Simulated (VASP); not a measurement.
# NbRu3C (R-3m) in VASP: a series of runs

NbRu3C is run at these levels: PBE; tasks: single point, relaxation of cell and atoms.

Program: VASP 6.6.1. These are calculated values, not measurements. Logs are shortened: lines on timing, memory, paths and dates and some standing lists are left out, and cuts for length are marked.

## (1) The cell of the first run

The structure is trigonal, space group R-3m (No. 166). Conventional cell: a = 4.847 Å, b = 4.847 Å, c = 11.203 Å, α = 90.00°, β = 90.00°, γ = 120.00°. Nb (site symmetry -3m) has 6 Ru at 2.42 Å within 3.2 Å. Ru (site symmetry 2/m) has 2 C at 2.33 Å and 4 Ru at 2.42 Å and 2 Nb at 2.42 Å within 3.1 Å. C (site symmetry -3m) has 6 Ru at 2.33 Å within 3.1 Å.

## (2) Single point, PBE

Contents of INCAR:

```
ALGO = Normal
EDIFF = 1E-6
ENCUT = 520
GGA = PE
ISIF = 2
ISMEAR = 0
LASPH = T
LCHARG = F
LREAL = F
LWAVE = F
NBANDS = 38
NELM = 100
PREC = Accurate
SIGMA = 0.1
```

Contents of KPOINTS:

```
k-points
0
Gamma
  6 6 6
```

Contents of POSCAR:

```
NbRu3C
1.0
    2.4233891600      1.3991443800      3.7344078900
   -2.4233891600      1.3991443800      3.7344078900
    0.0000000000     -2.7982887700      3.7344078900
Nb Ru C
1 3 1
Direct
    0.5000000000      0.5000000000      0.5000000000
    0.0000000000      0.0000000000      0.5000000000
    0.5000000000      0.0000000000      0.0000000000
    0.0000000000      0.5000000000      0.0000000000
    0.0000000000      0.0000000000      0.0000000000
```

Potentials or basis: VASP PAW PBE potentials, release 64 (Nb_sv, Ru_pv, C).

Launch:

```sh
> cat potpaw_PBE.64/Nb_sv/POTCAR potpaw_PBE.64/Ru_pv/POTCAR potpaw_PBE.64/C/POTCAR > POTCAR
> mpirun -np 1 vasp_std > vasp.out
```

OUTCAR:

```text
EDIFF = 1E-6
   ENCUT = 520
   GGA = PE
   ISIF = 2
   ISMEAR = 0
   LASPH = T
   LREAL = F
   NELM = 100
   PREC = Accurate

 ion  position               nearest neighbor table
   1  0.500  0.500  0.500-   3 2.42   4 2.42   3 2.42   4 2.42   2 2.42   2 2.42
   2  0.000  0.000  0.500-   5 2.33   5 2.33   4 2.42   3 2.42   4 2.42   3 2.42   1 2.42   1 2.42

   3  0.500  0.000  0.000-   5 2.33   5 2.33   2 2.42   1 2.42   2 2.42   1 2.42   4 2.42   4 2.42

   4  0.000  0.500  0.000-   5 2.33   5 2.33   2 2.42   2 2.42   1 2.42   1 2.42   3 2.42   3 2.42

   5  0.000  0.000  0.000-   3 2.33   4 2.33   4 2.33   3 2.33   2 2.33   2 2.33

  LATTYP: Found a trigonal (rhomboedric) cell.
 ALAT       =     4.6665000060
 COS(alpha) =     0.4606213200

  Lattice vectors:

 A1 = (   2.4233891600,   1.3991443800,   3.7344078900)
 A2 = (  -2.4233891600,   1.3991443800,   3.7344078900)
 A3 = (   0.0000000000,  -2.7982887700,   3.7344078900)

Analysis of symmetry for initial positions (statically):
=====================================================================
 Subroutine PRICEL returns:
 Original cell was already a primitive cell.

 Routine SETGRP: Setting up the symmetry group for a
 trigonal (rhombohedral) supercell.

 Subroutine GETGRP returns: Found 12 space group operations
 (whereof 12 operations were pure point group operations)
 out of a pool of 12 trial point group operations.

The static configuration has the point symmetry D_3d.

Analysis of symmetry for dynamics (positions and initial velocities):
=====================================================================
 Subroutine PRICEL returns:
 Original cell was already a primitive cell.

 Routine SETGRP: Setting up the symmetry group for a
 trigonal (rhombohedral) supercell.

 Subroutine GETGRP returns: Found 12 space group operations
 (whereof 12 operations were pure point group operations)
 out of a pool of 12 trial point group operations.

The dynamic configuration has the point symmetry D_3d.

 Subroutine INISYM returns: Found 12 space group operations
 (whereof 12 operations are pure point group operations),
 and found     1 'primitive' translations

----------------------------------------------------------------------------------------

                                     Primitive cell

  volume of cell :      75.9729

  direct lattice vectors                    reciprocal lattice vectors
     2.423389160  1.399144380  3.734407890     0.206322620  0.119120420  0.089260023
    -2.423389160  1.399144380  3.734407890    -0.206322620  0.119120420  0.089260023
     0.000000000 -2.798288770  3.734407890     0.000000000 -0.238240840  0.089260023

  length of vectors
     4.666500006  4.666500006  4.666500008     0.254413147  0.254413147  0.254413147

  position of ions in fractional coordinates (direct lattice)
     0.500000000  0.500000000  0.500000000
     0.000000000  0.000000000  0.500000000
     0.500000000  0.000000000  0.000000000
     0.000000000  0.500000000  0.000000000
     0.000000000  0.000000000  0.000000000

  ion indices of the primitive-cell ions
   primitive index   ion index
                 1           1
                 2           2
                 3           3
                 4           4
                 5           5

----------------------------------------------------------------------------------------

 KPOINTS: k-points

Automatic generation of k-mesh.
 Grid dimensions read from file:
 generate k-points for:    6    6    6

 Generating k-lattice:

  Cartesian coordinates                     Fractional coordinates (reciprocal lattice)
     0.034387103  0.019853403  0.014876670     0.166666667  0.000000000  0.000000000
    -0.034387103  0.019853403  0.014876670     0.000000000  0.166666667  0.000000000
     0.000000000 -0.039706807  0.014876670     0.000000000  0.000000000  0.166666667

  Length of vectors
     0.042402191  0.042402191  0.042402191

  Shift w.r.t. Gamma in fractional coordinates (k-lattice)
     0.000000000  0.000000000  0.000000000

 Subroutine IBZKPT returns following result:
 ===========================================

 Found     32 irreducible k-points:

 Following reciprocal coordinates:
            Coordinates               Weight
  0.000000  0.000000  0.000000      1.000000
  0.166667 -0.000000  0.000000      6.000000
  0.333333 -0.000000  0.000000      6.000000
  0.500000 -0.000000  0.000000      3.000000
  0.166667  0.166667  0.000000      6.000000
  0.333333  0.166667  0.000000     12.000000
[... 16 lines left out ...]
  0.500000  0.500000  0.166667      6.000000
 -0.333333  0.500000  0.166667     12.000000
 [... further k-points ...]
   k-points           NKPTS =     32   k-points in BZ     NKDIM =     32   number of bands    NBANDS=     38
   number of dos      NEDOS =    301   number of ions     NIONS =      5
   total plane-waves  NPLWV =  46656
   dimension x,y,z NGX =    36 NGY =   36 NGZ =   36
   dimension x,y,z NGXF=    72 NGYF=   72 NGZF=   72
   ions per type =               1   3   1
   NGX,Y,Z   is equivalent  to a cutoff of  12.83, 12.83, 12.83 a.u.
   NGXF,Y,Z  is equivalent  to a cutoff of  25.65, 25.65, 25.65 a.u.
 SYSTEM =  unknown system
   PREC   = accura    normal or accurate (medium, high low for compatibility)
   ISTART =      0    job   : 0-new  1-cont  2-samecut
   ICHARG =      2    charge: 1-file 2-atom 10-const
   ISPIN  =      1    spin polarized calculation?
   LNONCOLLINEAR =      F non collinear calculations
   LSORBIT =      F    spin-orbit coupling
   LASPH  =      T    aspherical Exc in radial PAW
   ENCUT  =  520.0 eV  38.22 Ry    6.18 a.u.   8.68  8.68  8.68*2*pi/ulx,y,z
   NELM   =    100;   NELMIN=  2; NELMDL= -5     # of ELM steps
   EDIFF  = 0.1E-05   stopping-criterion for ELM
   LREAL  =      F    real-space projection
[... 7 lines left out ...]
   TEBEG  =    0.0;   TEEND  =   0.0 temperature during run
   PSTRESS=    0.0 pullay stress
   NELECT =      59.0000    total number of electrons
   NUPDOWN=      -1.0000    fix difference up-down
   EMIN   =  10.00;   EMAX   =-10.00  energy-range for DOS
   EFERMI =   0.00;   METHOD = LEGACY
   ISMEAR =     0;   SIGMA  =   0.10  broadening in eV -4-tet -1-fermi 0-gaus
   EFERMI_NEDOS =   21; number of points for ismear=-14 and -15
   IALGO  =     38    algorithm
   IMIX   =      4    mixing-type and parameters
     AMIX     =   0.40;   BMIX     =  1.00
     AMIX_MAG =   1.60;   BMIX_MAG =  1.00
  volume/ion in A,a.u.               =      15.19       102.54
  Fermi-wavevector in a.u.,A,eV,Ry     =   1.504779  2.843619 30.808469  2.264359
  Thomas-Fermi vector in A             =   2.615714
   LORBIT       =      0    0 simple, 1 ext, 2 COOP (PROOUT), +10 PAW based schemes
   GGA     = PE    functional components
   LHFCALC =     F    Hartree Fock is set to
   AEXX    =    0.0000 exact exchange contribution
   IVDW    =     0    specifies the selected vdW correction
   LEPSILON=     F    determine dielectric tensor
   LRPA    =     F    only Hartree local field effects (RPA)
 non-spin polarized calculation
 Gauss-broadening in eV      SIGMA  =   0.10
  energy-cutoff  :      520.00
  volume of cell :       75.97
 maximum number of plane-waves:      2068
   NGX = 17   NGY = 17   NGZ = 17

 number of electron      59.0000009 magnetization

 Free energy of the ion-electron system (eV)
  ---------------------------------------------------
  ext. energy  EPLUGINS =         0.00000000
  ---------------------------------------------------
  free energy    TOTEN  =       -38.52353321 eV

  energy without entropy =      -38.48755744  energy(sigma->0) =      -38.50554533

 E-fermi :   9.9450     XC(G=0): -12.2758

 val. band max:        9.9450165753   @ k =  -0.3333   0.5000   0.3333
 cond. band min:       9.9465131050   @ k =   0.5000  -0.0000   0.0000
 fundamental gap:      0.0014965296
 Fermi energy:         9.9450363222

 k-point     1 :       0.0000    0.0000    0.0000
  band No.  band energies     occupation
      1     -45.6083      2.00000
      2     -34.2530      2.00000
      3     -33.7011      2.00000
      4     -33.7011      2.00000
      5     -33.0336      2.00000
      6     -32.8019      2.00000
[... 30 lines left out ...]
     37      14.1946      0.00000
     38      15.5302      0.00000

 k-point     2 :       0.1667   -0.0000    0.0000
  band No.  band energies     occupation
      1     -45.6135      2.00000
      2     -34.1649      2.00000
      3     -33.6563      2.00000
      4     -33.6300      2.00000
      5     -33.0186      2.00000
      6     -32.8207      2.00000
[... 30 lines left out ...]
     37      13.8269      0.00000
     38      14.5881      0.00000

 k-point     3 :       0.3333   -0.0000    0.0000
  band No.  band energies     occupation
      1     -45.6238      2.00000
      2     -33.9692      2.00000
      3     -33.5107      2.00000
      4     -33.4363      2.00000
      5     -32.9794      2.00000
      6     -32.8995      2.00000
[... 30 lines left out ...]
     37      12.8907      0.00000
     38      12.9723      0.00000

 k-point     4 :       0.5000   -0.0000    0.0000
  band No.  band energies     occupation
      1     -45.6289      2.00000
      2     -33.8678      2.00000
      3     -33.2248      2.00000
      4     -33.2235      2.00000
      5     -33.2026      2.00000
      6     -33.0914      2.00000
[... 30 lines left out ...]
     37      12.1934      0.00000
     38      12.3017      0.00000
[... 703 lines left out ...]
      4     -33.2145      2.00000
      5     -33.1710      2.00000
      6     -32.9474      2.00000
[... 30 lines left out ...]
     37      12.8385      0.00000
     38      13.5565      0.00000

 k-point    23 :       0.5000    0.5000    0.1667
  band No.  band energies     occupation
      1     -45.6237      2.00000
      2     -33.9705      2.00000
      3     -33.5107      2.00000
      4     -33.4362      2.00000
      5     -32.9882      2.00000
      6     -32.8989      2.00000
[... 30 lines left out ...]
     37      13.0132      0.00000
     38      13.8158      0.00000

 k-point    24 :      -0.3333    0.5000    0.1667
  band No.  band energies     occupation
      1     -45.6288      2.00000
      2     -33.8199      2.00000
      3     -33.4570      2.00000
      4     -33.2149      2.00000
      5     -33.1707      2.00000
      6     -32.9533      2.00000
[... 30 lines left out ...]
     37      13.2817      0.00000
     38      13.4754      0.00000

 [... further k-points ...]
[... 5 lines left out ...]
  --------------------------------------------------------------------------------------
  -------------------------------------------------------------------------------------
  Total       27.9956687     27.9956687    -13.8850930      0.0000000      0.0000000      0.0000000
  in kB      590.3950827    590.3950823   -292.8199619      0.0000000      0.0000003      0.0000000
  external PRESSURE =     295.9900677 kB  Pullay stress =       0.0000000 kB

 VOLUME and BASIS-vectors are now :
 -----------------------------------------------------------------------------
  energy-cutoff  :      520.00
  volume of cell :       75.97
      direct lattice vectors                 reciprocal lattice vectors
     2.423389160  1.399144380  3.734407890     0.206322620  0.119120420  0.089260023
    -2.423389160  1.399144380  3.734407890    -0.206322620  0.119120420  0.089260023
     0.000000000 -2.798288770  3.734407890     0.000000000 -0.238240840  0.089260023

 POSITION                                       TOTAL-FORCE (eV/Angst)
 -----------------------------------------------------------------------------------
      0.00000     -0.00000      5.60161         0.000000      0.000000     -0.000000
      0.00000     -1.39914      1.86720         0.000000      0.000000      0.000000
      1.21169      0.69957      1.86720         0.000000     -0.000000      0.000000
     -1.21169      0.69957      1.86720        -0.000000     -0.000000     -0.000000
      0.00000      0.00000      0.00000         0.000000     -0.000000     -0.000000
 -----------------------------------------------------------------------------------
    total drift:                               -0.000000      0.000000     -0.000000

  FREE ENERGIE OF THE ION-ELECTRON SYSTEM (eV)
  ---------------------------------------------------
  free  energy   TOTEN  =       -38.5235332056 eV

  energy  without entropy=      -38.4875574445  energy(sigma->0) =      -38.50554533
```

It took 2.2 min on 1 thread of Intel Xeon Platinum 8375C at 2.90GHz (Ice Lake), shared host; peak memory 0.24 GiB.

What came out:

* Free energy: -38.5235 eV
* Pressure: 29.6 GPa

[end of part 1 of 2]
